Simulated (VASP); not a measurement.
Runs of VASP 6.6.1 on Nb. The structure is that of space group Im-3m (No. 229), or close to it. The cells are those of the table. 

```csv
level,spin,cell,k mesh,gap on the mesh (eV),pressure (GPa)
PBE,off,"a = 2.802, b = 2.802, c = 2.803 Å, angles 110.0, 108.5, 109.5°, 1 atom",16 × 16 × 16,none,(a)
PBE,off,"a = 2.951, b = 2.951, c = 2.963 Å, angles 109.0, 109.0, 110.0°, 1 atom",16 × 16 × 16,none,-13.9
r2SCAN,off,"a = 2.868 Å, angles 109.5°, 1 atom",18 × 18 × 18,none,-1.2
PBE,"non-collinear, zero start, SOC","a = 2.868 Å, angles 109.5°, 1 atom",18 × 18 × 18,-,-0.3
```

Alike in all rows: task single point; potentials or basis VASP PAW PBE potentials, release 64 (Nb_sv); cutoff (eV) 520; smearing gaussian 0.1 eV.

Q: Estimate the missing entries.

A: (a) 11.7.

Caveats: the cell stands under pressure (at least some runs); the cell stands under tension (at least some runs); the PAW data sets were made with another functional, which shifts forces and pressure a little (at least some runs).

A k mesh can miss the band edges, and rows without SOC leave out spin-orbit coupling on Nb.

A gap of «none» marks levels without a gap at the run's occupations.
